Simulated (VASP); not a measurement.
## BN: single point with PBE+D3(BJ)

The system is BN.

```
CELL_PARAMETERS angstrom
1.30117 0.75123 3.50785
-1.30117 0.75123 3.50785
0.00000 -1.50246 3.50785
ATOMIC_POSITIONS crystal
B 0.99967 0.99967 0.99967
N 0.33276 0.33276 0.33276
```

This cell differs from its parent crystal: strain +0.040 along x and y, +0.040 along z.

* Program: VASP 6.6.1
* Task: single point
* Functional: PBE
* Dispersion: D3(BJ)
* Potentials or basis: VASP PAW PBE potentials, release 64 (B, N)
* Cutoff: 520 eV
* k mesh: 12 × 12 × 12
* Occupations: gaussian, width 0.05 eV
* Spin: no spin polarisation

- Pressure: -21.9 GPa
- Largest force: 0.010 eV/Å
- Band gap on the k mesh: 4.12 eV, indirect (least direct gap 4.39 eV)
- Dispersion energy per atom: -0.122 eV

Forces in eV/Å, atoms in the order of the input:
```
B    0.000  0.000 -0.010
N    0.000  0.000  0.010
```

Stress tensor (GPa, compression positive):
```
-32.26   0.00   0.00
  0.00 -32.26   0.00
  0.00   0.00  -1.11
```

Levels at points of the mesh, in eV from the valence-band top:
```csv
k point,band 2,band 3,band 4,band 5,band 6,band 7
"(0.00, 0.00, 0.00)",-3.77,-1.42,-1.42,4.91,10.71,10.71
"(0.50, 0.00, 0.00)",-8.46,-3.91,-0.54,4.96,8.73,12.35
"(0.50, 0.50, 0.00)",-8.36,-3.95,-1.02,4.12,8.71,13.39
"(0.50, 0.50, 0.50)",-5.43,-1.43,-1.43,9.30,10.15,10.65
```

Wall time 78 s on 1 thread of Intel(R) Xeon(R) Platinum 8259CL CPU @ 2.50GHz (Skylake/Cascade Lake), with other jobs on the host, peak memory 0.18 GiB.

Caveat: the cell differs from its parent crystal (strain +0.040 along x and y, +0.040 along z). A k mesh can miss the band edges.
